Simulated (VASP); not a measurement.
# La (P6_3/mmc) in VASP: a series of runs, part 3 of 3

VASP 6.6.1. Earlier steps stand in the parts before.

### Step 5. Electric field gradients, PBE (36.04 Å³/atom)

This run uses another cell than the first one, of 36.04 Å³/atom.

File INCAR:

```
SYSTEM = La
PREC = Accurate
ENCUT = 520
EDIFF = 1E-8
ISMEAR = -1
SIGMA = 0.05
LREAL = .FALSE.
LASPH = .TRUE.
NELM = 100
ALGO = Normal
ISIF = 2
LWAVE = .FALSE.
LCHARG = .FALSE.
GGA = PE
LEFG = .TRUE.
NBANDS = 18
```

File KPOINTS:

```
regular mesh
0
G
  11 11 6
  0 0 0
```

File POSCAR:

```
La
1.0
    3.7184879385      0.0000000000      0.0000000000
   -1.8592439692      3.2203050184      0.0000000000
    0.0000000000      0.0000000000      6.0189891849
La
2
Direct
    0.3333333333      0.6666666667      0.2500000000
    0.6666666667      0.3333333333      0.7500000000
```

Potentials or basis: VASP PAW PBE potentials, release 64 (La).

Launch:

```
> cat potpaw_PBE.64/La/POTCAR > POTCAR
> mpirun -np 1 vasp_std > vasp.out
```

OUTCAR:

```text
SYSTEM = La
   PREC = Accurate
   ENCUT = 520
   EDIFF = 1E-8
   ISMEAR = -1
   LREAL = .FALSE.
   LASPH = .TRUE.
   NELM = 100
   ISIF = 2
   GGA = PE

 ion  position               nearest neighbor table
   1  0.333  0.667  0.250-
   2  0.667  0.333  0.750-

  LATTYP: Found a hexagonal cell.
 ALAT       =     3.7184879385
 C/A-ratio  =     1.6186657815

  Lattice vectors:

 A1 = (   3.7184879385,   0.0000000000,   0.0000000000)
 A2 = (  -1.8592439692,   3.2203050184,   0.0000000000)
 A3 = (   0.0000000000,   0.0000000000,   6.0189891849)

Analysis of symmetry for initial positions (statically):
=====================================================================
 Subroutine PRICEL returns:
 Original cell was already a primitive cell.

 Routine SETGRP: Setting up the symmetry group for a
 hexagonal supercell.

 Subroutine GETGRP returns: Found 24 space group operations
 (whereof 12 operations were pure point group operations)
 out of a pool of 24 trial point group operations.

The static configuration has the point symmetry D_3d.
 The point group associated with its full space group is D_6h.

Analysis of symmetry for dynamics (positions and initial velocities):
=====================================================================
 Subroutine PRICEL returns:
 Original cell was already a primitive cell.

 Routine SETGRP: Setting up the symmetry group for a
 hexagonal supercell.

 Subroutine GETGRP returns: Found 24 space group operations
 (whereof 12 operations were pure point group operations)
 out of a pool of 24 trial point group operations.

The dynamic configuration has the point symmetry D_3d.
 The point group associated with its full space group is D_6h.

 Subroutine INISYM returns: Found 24 space group operations
 (whereof 12 operations are pure point group operations),
 and found     1 'primitive' translations

----------------------------------------------------------------------------------------

                                     Primitive cell

  volume of cell :      72.0754

  direct lattice vectors                    reciprocal lattice vectors
     3.718487939  0.000000000  0.000000000     0.268926514  0.155264795  0.000000000
    -1.859243969  3.220305018  0.000000000     0.000000000  0.310529591  0.000000000
     0.000000000  0.000000000  6.018989185     0.000000000  0.000000000  0.166140853

  length of vectors
     3.718487939  3.718487938  6.018989185     0.310529591  0.310529591  0.166140853

  position of ions in fractional coordinates (direct lattice)
     0.333333333  0.666666667  0.250000000
     0.666666667  0.333333333  0.750000000

  ion indices of the primitive-cell ions
   primitive index   ion index
                 1           1
                 2           2

----------------------------------------------------------------------------------------

[... 74 lines left out ...]
   NFREE  =      0    steps in history (QN), initial steepest desc. (CG)
   ISIF   =      2    stress and relaxation
   ISYM   =      2    0-nonsym 1-usesym 2-fastsym
   POTIM  = 0.5000    time-step for ionic-motion
   TEBEG  =    0.0;   TEEND  =   0.0 temperature during run
   PSTRESS=    0.0 pullay stress
   NELECT =      22.0000    total number of electrons
   NUPDOWN=      -1.0000    fix difference up-down
   EMIN   =  10.00;   EMAX   =-10.00  energy-range for DOS
   EFERMI =   0.00;   METHOD = LEGACY
   ISMEAR =    -1;   SIGMA  =   0.05  broadening in eV -4-tet -1-fermi 0-gaus
   EFERMI_NEDOS =   21; number of points for ismear=-14 and -15
   IALGO  =     38    algorithm
   IMIX   =      4    mixing-type and parameters
     AMIX     =   0.40;   BMIX     =  1.00
     AMIX_MAG =   1.60;   BMIX_MAG =  1.00
  volume/ion in A,a.u.               =      36.04       243.19
  Fermi-wavevector in a.u.,A,eV,Ry     =   1.102267  2.082982 16.530972  1.214992
  Thomas-Fermi vector in A             =   2.238707
   LORBIT       =      0    0 simple, 1 ext, 2 COOP (PROOUT), +10 PAW based schemes
   GGA     = PE    functional components
   LHFCALC =     F    Hartree Fock is set to
   AEXX    =    0.0000 exact exchange contribution
   IVDW    =     0    specifies the selected vdW correction
   LEPSILON=     F    determine dielectric tensor
   LRPA    =     F    only Hartree local field effects (RPA)
 non-spin polarized calculation
  energy-cutoff  :      520.00
  volume of cell :       72.08
 maximum number of plane-waves:      1958
 NGX is ok and might be reduce to    28
   NGX = 13   NGY = 13   NGZ = 23

 number of electron      21.9999998 magnetization

 Free energy of the ion-electron system (eV)
  ---------------------------------------------------
  ext. energy  EPLUGINS =         0.00000000
  ---------------------------------------------------
  free energy    TOTEN  =        -9.71464151 eV

  energy without entropy =       -9.68197283  energy(sigma->0) =       -9.69830717

 E-fermi :   8.1490     XC(G=0):  -9.6834

 val. band max:        8.1398928693   @ k =   0.1818   0.0909   0.0000
 cond. band min:       8.1516474241   @ k =   0.2727   0.2727   0.1667
 fundamental gap:      0.0117545548
 Fermi energy:         8.1489860811

 k-point     1 :       0.0000    0.0000    0.0000
  band No.  band energies     occupation
      1     -24.6696      2.00000
      2     -24.4417      2.00000
      3      -9.1166      2.00000
      4      -7.8159      2.00000
      5      -7.8159      2.00000
      6      -7.6156      2.00000
[... 481 lines left out ...]
      5      -8.2384      2.00000
      6      -7.9679      2.00000
[... 10 lines left out ...]
     17       9.9870      0.00000
     18      10.0342      0.00000

 [... further k-points ...]

------------------------ aborting loop because EDIFF is reached ----------------------------------------

  FORCE on cell =-STRESS in cart. coord.  units (eV):
  Direction    XX          YY          ZZ          XY          YZ          ZX
  --------------------------------------------------------------------------------------
  -------------------------------------------------------------------------------------
  Total        0.5595131      0.5595131      0.5035183      0.0000000      0.0000000     -0.0000000
  in kB       12.4375218     12.4375218     11.1928049      0.0000000      0.0000000     -0.0000000
  external PRESSURE =      12.0226162 kB  Pullay stress =       0.0000000 kB

 VOLUME and BASIS-vectors are now :
 -----------------------------------------------------------------------------
  energy-cutoff  :      520.00
  volume of cell :       72.08
      direct lattice vectors                 reciprocal lattice vectors
     3.718487939  0.000000000  0.000000000     0.268926514  0.155264795  0.000000000
    -1.859243969  3.220305018  0.000000000     0.000000000  0.310529591  0.000000000
     0.000000000  0.000000000  6.018989185     0.000000000  0.000000000  0.166140853

 POSITION                                       TOTAL-FORCE (eV/Angst)
 -----------------------------------------------------------------------------------
     -0.00000      2.14687      1.50475         0.000000     -0.000000      0.000000
      1.85924      1.07344      4.51424        -0.000000      0.000000      0.000000
 -----------------------------------------------------------------------------------
    total drift:                               -0.000000      0.000000     -0.000000

  FREE ENERGIE OF THE ION-ELECTRON SYSTEM (eV)
  ---------------------------------------------------
  free  energy   TOTEN  =        -9.7146415090 eV

  energy  without entropy=       -9.6819728259  energy(sigma->0) =       -9.69830717

 Electric field gradients (V/A^2)
---------------------------------------------------------------------
 ion       V_xx      V_yy      V_zz      V_xy      V_xz      V_yz
---------------------------------------------------------------------
   1      -6.762    -6.762    13.524     0.000     0.000    -0.000
   2      -6.762    -6.762    13.524     0.000    -0.000     0.000
---------------------------------------------------------------------

 Electric field gradients after diagonalization (V/A^2)
 (convention: |V_zz| > |V_xx| > |V_yy|)
----------------------------------------------------------------------
 ion       V_xx      V_yy      V_zz     asymmetry (V_yy - V_xx)/ V_zz
----------------------------------------------------------------------
   1      -6.763    -6.762    13.524       0.000
   2      -6.763    -6.762    13.524       0.000
----------------------------------------------------------------------

           NMR quadrupolar parameters

 Cq : quadrupolar parameter    Cq=e*Q*V_zz/h
 eta: asymmetry parameters     (V_yy - V_xx)/ V_zz
 Q  : nuclear electric quadrupole moment in mb (millibarn)
----------------------------------------------------------------------
 ion       Cq(MHz)       eta       Q (mb)
----------------------------------------------------------------------
   1       0.033       0.000       1.000
   2       0.033       0.000       1.000
----------------------------------------------------------------------
```

It took 2.1 min on 1 thread of Intel Xeon Platinum 8375C at 2.90GHz (Ice Lake), shared host; peak memory 0.24 GiB.

What came out:

```yaml
Free_energy: -9.7146 eV
Pressure: 1.2 GPa
Band_gap_on_the_k_mesh: zero (bands 11 and 12 overlap by 1.51 eV)
Largest_electric_field_gradient_by_atom: La +13.5 V/Å²
```

Electric field gradients, principal values (V/Å²):
| atom | least | middle | greatest (by size) |
| --- | --- | --- | --- |
| 1 La | -6.762 | -6.763 | 13.524 |
| 2 La | -6.762 | -6.763 | 13.524 |

Caveat: without QUAD_EFG the Cq values of the log hold for a quadrupole moment of 1 mb, not for the nuclei; spin-orbit coupling is left out, which moves the levels of the heavy elements.

### Step 6. The runs side by side

```tsv
cell	gap on the mesh (eV)	pressure (GPa)
a = 3.769, b = 3.769, c = 6.009 Å, angles 90.0, 90.0, 120.0°, 2 atoms	none	0.5
a = 3.731, b = 3.731, c = 6.131 Å, angles 90.0, 90.0, 120.0°, 2 atoms	none	0.5
a = 3.718, b = 3.718, c = 6.019 Å, angles 90.0, 90.0, 120.0°, 2 atoms	none	1.2
```

Alike in all rows: task electric field gradients; level PBE; potentials or basis VASP PAW PBE potentials, release 64 (La); no spin polarisation; k mesh 11 × 11 × 6; cutoff (eV) 520; smearing fermi-dirac 0.05 eV.

Caveats: spin-orbit coupling is left out, which moves the levels of the heavy elements.

Total energies depend on the potentials used, so only differences within one code and one set of settings carry meaning.

The gap in the log of VASP goes by the Fermi energy; the results here count the filled bands.